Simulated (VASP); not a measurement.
# BeS (I-4m2) in VASP: further runs

The runs below take BeS through single point, with PBE.

Everything below comes from runs of VASP 6.6.1. Logs are shortened: lines on timing, memory, paths and dates and some standing lists are left out, and cuts for length are marked.

## 1. The cell of the first run

Symmetry: I-4m2, No. 119, tetragonal system. Conventional cell: a = 3.305 Å, b = 3.305 Å, c = 5.014 Å, α = 90.00°, β = 90.00°, γ = 90.00°. Be (site symmetry -4m2) has 4 S at 2.07 Å within 2.7 Å. Within 2.7 Å of S (site symmetry -4m2) lie 4 Be at 2.07 Å.

## 2. Single point, PBE (epitaxial xy strain -4.0%)

INCAR

```
SYSTEM = BeS
  PREC = Accurate
  ENCUT = 520
  EDIFF = 1E-7
  ISMEAR = 0
  SIGMA = 0.01
  LREAL = .FALSE.
  LASPH = .TRUE.
  NELM = 80
  ALGO = Normal
  ISIF = 2
  LWAVE = .FALSE.
  LCHARG = .FALSE.
  GGA = PE
  NBANDS = 11
```

KPOINTS

```
Automatic mesh
0
G
  6 6 6
  0 0 0
```

POSCAR

```
BeS
1.0
    0.0000000000      2.3369339811      2.5070809919
    2.3369339811      0.0000000000      2.5070809919
    2.3369339811      2.3369339811      0.0000000000
Be S
1 1
Direct
    0.0000000000      0.0000000000      0.0000000000
    0.2500000000      0.2500000000      0.2500000000
```

Potentials or basis: VASP PAW PBE potentials, release 64 (Be, S).

On the command line:

```sh
$ cat potpaw_PBE.64/Be/POTCAR potpaw_PBE.64/S/POTCAR > POTCAR
$ mpirun -np 1 vasp_std > vasp.out
```

OUTCAR:

```text
SYSTEM = BeS
   PREC = Accurate
   ENCUT = 520
   EDIFF = 1E-7
   ISMEAR = 0
   LREAL = .FALSE.
   LASPH = .TRUE.
   NELM = 80
   ISIF = 2
   GGA = PE

 ion  position               nearest neighbor table
   1  0.000  0.000  0.000-   2 2.07   2 2.07   2 2.07   2 2.07
   2  0.250  0.250  0.250-   1 2.07   1 2.07   1 2.07   1 2.07

  LATTYP: Found a body centered tetragonal cell.
 ALAT       =     3.3049237304
 C/A-ratio  =     1.5171793339

  Lattice vectors:

 A1 = (  -2.3369339811,   0.0000000000,   2.5070809919)
 A2 = (   2.3369339811,   0.0000000000,   2.5070809919)
 A3 = (   0.0000000000,   2.3369339811,  -2.5070809919)

Analysis of symmetry for initial positions (statically):
=====================================================================
 Subroutine PRICEL returns:
 Original cell was already a primitive cell.

 Routine SETGRP: Setting up the symmetry group for a
 body centered tetragonal supercell.

 Subroutine GETGRP returns: Found  8 space group operations
 (whereof  8 operations were pure point group operations)
 out of a pool of 16 trial point group operations.

The static configuration has the point symmetry D_2d.

Analysis of symmetry for dynamics (positions and initial velocities):
=====================================================================
 Subroutine PRICEL returns:
 Original cell was already a primitive cell.

 Routine SETGRP: Setting up the symmetry group for a
 body centered tetragonal supercell.

 Subroutine GETGRP returns: Found  8 space group operations
 (whereof  8 operations were pure point group operations)
 out of a pool of 16 trial point group operations.

The dynamic configuration has the point symmetry D_2d.

 Subroutine INISYM returns: Found  8 space group operations
 (whereof  8 operations are pure point group operations),
 and found     1 'primitive' translations

----------------------------------------------------------------------------------------

                                     Primitive cell

  volume of cell :      27.3836

  direct lattice vectors                    reciprocal lattice vectors
     0.000000000  2.336933981  2.507080992    -0.213955552  0.213955552  0.199435121
     2.336933981  0.000000000  2.507080992     0.213955552 -0.213955552  0.199435121
     2.336933981  2.336933981  0.000000000     0.213955552  0.213955552 -0.199435121

  length of vectors
     3.427348178  3.427348178  3.304923730     0.362392500  0.362392500  0.362392500

  position of ions in fractional coordinates (direct lattice)
     0.000000000  0.000000000  0.000000000
     0.250000000  0.250000000  0.250000000

  ion indices of the primitive-cell ions
   primitive index   ion index
                 1           1
                 2           2

----------------------------------------------------------------------------------------

 KPOINTS: Automatic mesh

Automatic generation of k-mesh.
 Grid dimensions read from file:
 generate k-points for:    6    6    6

 Generating k-lattice:

  Cartesian coordinates                     Fractional coordinates (reciprocal lattice)
    -0.035659259  0.035659259  0.033239187     0.166666667  0.000000000  0.000000000
     0.035659259 -0.035659259  0.033239187     0.000000000  0.166666667  0.000000000
     0.035659259  0.035659259 -0.033239187     0.000000000  0.000000000  0.166666667

  Length of vectors
     0.060398750  0.060398750  0.060398750

  Shift w.r.t. Gamma in fractional coordinates (k-lattice)
     0.000000000  0.000000000  0.000000000

 Subroutine IBZKPT returns following result:
 ===========================================

 Found     30 irreducible k-points:

 Following reciprocal coordinates:
            Coordinates               Weight
  0.000000  0.000000  0.000000      1.000000
  0.166667  0.000000  0.000000      8.000000
  0.333333 -0.000000  0.000000      8.000000
  0.500000 -0.000000  0.000000      4.000000
  0.166667  0.166667  0.000000      2.000000
  0.333333  0.166667  0.000000      8.000000
[... 16 lines left out ...]
  0.333333  0.000000  0.333333      4.000000
  0.500000  0.000000  0.333333     16.000000
 [... further k-points ...]
   k-points           NKPTS =     30   k-points in BZ     NKDIM =     30   number of bands    NBANDS=     11
   number of dos      NEDOS =    301   number of ions     NIONS =      2
   total plane-waves  NPLWV =  21952
   dimension x,y,z NGX =    28 NGY =   28 NGZ =   28
   dimension x,y,z NGXF=    56 NGYF=   56 NGZF=   56
   ions per type =               1   1
   NGX,Y,Z   is equivalent  to a cutoff of  13.58, 13.58, 14.08 a.u.
   NGXF,Y,Z  is equivalent  to a cutoff of  27.16, 27.16, 28.17 a.u.
 SYSTEM =  BeS
   PREC   = accura    normal or accurate (medium, high low for compatibility)
   ISTART =      0    job   : 0-new  1-cont  2-samecut
   ICHARG =      2    charge: 1-file 2-atom 10-const
   ISPIN  =      1    spin polarized calculation?
   LNONCOLLINEAR =      F non collinear calculations
   LSORBIT =      F    spin-orbit coupling
   LASPH  =      T    aspherical Exc in radial PAW
   ENCUT  =  520.0 eV  38.22 Ry    6.18 a.u.   6.37  6.37  6.14*2*pi/ulx,y,z
   NELM   =     80;   NELMIN=  2; NELMDL= -5     # of ELM steps
   EDIFF  = 0.1E-06   stopping-criterion for ELM
   LREAL  =      F    real-space projection
   EDIFFG = 0.1E-05   stopping-criterion for IOM
   NSW    =      0    number of steps for IOM
   IBRION =     -1    ionic relax: 0-MD 1-quasi-New 2-CG
   NFREE  =      0    steps in history (QN), initial steepest desc. (CG)
   ISIF   =      2    stress and relaxation
   ISYM   =      2    0-nonsym 1-usesym 2-fastsym
   POTIM  = 0.5000    time-step for ionic-motion
   TEBEG  =    0.0;   TEEND  =   0.0 temperature during run
   PSTRESS=    0.0 pullay stress
   NELECT =       8.0000    total number of electrons
   NUPDOWN=      -1.0000    fix difference up-down
   EMIN   =  10.00;   EMAX   =-10.00  energy-range for DOS
   EFERMI =   0.00;   METHOD = LEGACY
   ISMEAR =     0;   SIGMA  =   0.01  broadening in eV -4-tet -1-fermi 0-gaus
   EFERMI_NEDOS =   21; number of points for ismear=-14 and -15
   IALGO  =     38    algorithm
   IMIX   =      4    mixing-type and parameters
     AMIX     =   0.40;   BMIX     =  1.00
     AMIX_MAG =   1.60;   BMIX_MAG =  1.00
  volume/ion in A,a.u.               =      13.69        92.40
  Fermi-wavevector in a.u.,A,eV,Ry     =   1.086278  2.052768 16.054880  1.180000
  Thomas-Fermi vector in A             =   2.222411
   LORBIT       =      0    0 simple, 1 ext, 2 COOP (PROOUT), +10 PAW based schemes
   GGA     = PE    functional components
   LHFCALC =     F    Hartree Fock is set to
   AEXX    =    0.0000 exact exchange contribution
   IVDW    =     0    specifies the selected vdW correction
   LEPSILON=     F    determine dielectric tensor
   LRPA    =     F    only Hartree local field effects (RPA)
 non-spin polarized calculation
 Gauss-broadening in eV      SIGMA  =   0.01
  energy-cutoff  :      520.00
  volume of cell :       27.38
 maximum number of plane-waves:       752
 NGX is ok and might be reduce to    28
   NGX = 13   NGY = 13   NGZ = 13

 number of electron       8.0000001 magnetization

 Free energy of the ion-electron system (eV)
  ---------------------------------------------------
  ext. energy  EPLUGINS =         0.00000000
  ---------------------------------------------------
  free energy    TOTEN  =        -9.95123398 eV

  energy without entropy =       -9.95123398  energy(sigma->0) =       -9.95123398

 E-fermi :   4.8369     XC(G=0):  -9.9036

 val. band max:        4.7618830150   @ k =   0.0000   0.0000   0.0000
 cond. band min:       7.4480484340   @ k =   0.5000   0.0000   0.5000
 fundamental gap:      2.6861654190
 Fermi energy:         4.8368516931

 k-point     1 :       0.0000    0.0000    0.0000
  band No.  band energies     occupation
      1      -9.3586      2.00000
      2       4.3183      2.00000
      3       4.7619      2.00000
      4       4.7619      2.00000
      5      10.2670      0.00000
      6      10.2670      0.00000
      7      10.3596      0.00000
      8      10.8159      0.00000
      9      16.5998      0.00000
     10      18.3199      0.00000
     11      19.8208      0.00000

 k-point     2 :       0.1667    0.0000    0.0000
  band No.  band energies     occupation
      1      -9.0290      2.00000
      2       2.6423      2.00000
      3       4.0657      2.00000
      4       4.4798      2.00000
      5      10.1934      0.00000
      6      10.8902      0.00000
      7      10.9558      0.00000
      8      12.7783      0.00000
      9      15.9933      0.00000
     10      17.0962      0.00000
     11      19.4278      0.00000

 k-point     3 :       0.3333   -0.0000    0.0000
  band No.  band energies     occupation
      1      -8.1985      2.00000
      2      -0.1379      2.00000
      3       3.4296      2.00000
      4       4.0520      2.00000
      5       9.9851      0.00000
      6      11.3117      0.00000
      7      11.5303      0.00000
      8      15.2957      0.00000
      9      17.3219      0.00000
     10      17.3454      0.00000
     11      19.3032      0.00000
[... 267 lines left out ...]
 k-point    23 :       0.3333    0.0000    0.3333
  band No.  band energies     occupation
      1      -7.7320      2.00000
      2       0.7766      2.00000
      3       2.1039      2.00000
      4       2.2375      2.00000
      5       8.2822      0.00000
      6      10.1048      0.00000
      7      14.3770      0.00000
      8      15.8564      0.00000
      9      18.0822      0.00000
     10      19.5635      0.00000
     11      22.9736      0.00000

 k-point    24 :       0.5000    0.0000    0.3333
  band No.  band energies     occupation
      1      -7.1337      2.00000
      2      -0.1776      2.00000
      3       1.2170      2.00000
      4       1.9899      2.00000
      5       8.4469      0.00000
      6      10.6086      0.00000
      7      14.8695      0.00000
      8      16.3210      0.00000
      9      19.0164      0.00000
     10      20.2051      0.00000
     11      21.8433      0.00000

 [... further k-points ...]

------------------------ aborting loop because EDIFF is reached ----------------------------------------

  FORCE on cell =-STRESS in cart. coord.  units (eV):
  Direction    XX          YY          ZZ          XY          YZ          ZX
  --------------------------------------------------------------------------------------
  -------------------------------------------------------------------------------------
  Total        1.4547878      1.4547878      0.0980294      0.0000000      0.0000000      0.0000000
  in kB       85.1175274     85.1175274      5.7355610      0.0000000      0.0000000      0.0000000
  external PRESSURE =      58.6568719 kB  Pullay stress =       0.0000000 kB

 VOLUME and BASIS-vectors are now :
 -----------------------------------------------------------------------------
  energy-cutoff  :      520.00
  volume of cell :       27.38
      direct lattice vectors                 reciprocal lattice vectors
     0.000000000  2.336933981  2.507080992    -0.213955552  0.213955552  0.199435121
     2.336933981  0.000000000  2.507080992     0.213955552 -0.213955552  0.199435121
     2.336933981  2.336933981  0.000000000     0.213955552  0.213955552 -0.199435121

 POSITION                                       TOTAL-FORCE (eV/Angst)
 -----------------------------------------------------------------------------------
      0.00000      0.00000      0.00000        -0.000000     -0.000000      0.000000
      1.16847      1.16847      1.25354         0.000000      0.000000     -0.000000
 -----------------------------------------------------------------------------------
    total drift:                                0.000000      0.000000     -0.000000

  FREE ENERGIE OF THE ION-ELECTRON SYSTEM (eV)
  ---------------------------------------------------
  free  energy   TOTEN  =        -9.9512339789 eV

  energy  without entropy=       -9.9512339789  energy(sigma->0) =       -9.95123398
```

It took 5.5 s on 1 thread of Intel Xeon 6975P-C (Granite Rapids), shared host; peak memory 0.14 GiB.

Results:

- Free energy: -9.9512 eV
- Pressure: 5.9 GPa
- Band gap on the k mesh: 2.69 eV, indirect (least direct gap 5.51 eV)

Levels at points of the mesh, in eV from the valence-band top:
| k point | band 1 | band 2 | band 3 | band 4 | band 5 | band 6 | band 7 | band 8 |
| --- | --- | --- | --- | --- | --- | --- | --- | --- |
| (0.00, 0.00, 0.00) | -14.12 | -0.44 | 0.00 | 0.00 | 5.51 | 5.51 | 5.60 | 6.05 |
| (0.50, 0.00, 0.00) | -12.39 | -6.20 | -1.59 | -0.88 | 5.08 | 6.50 | 6.74 | 11.29 |
| (0.50, 0.50, 0.00) | -12.05 | -5.70 | -2.53 | -2.53 | 3.28 | 5.17 | 12.93 | 12.93 |
| (0.50, 0.00, 0.50) | -11.68 | -5.21 | -3.17 | -3.05 | 2.69 | 4.53 | 12.50 | 12.89 |

Caveat: the cell differs from its parent crystal (epitaxial xy strain -4.0%).

(Continued in part 2 of 2.)
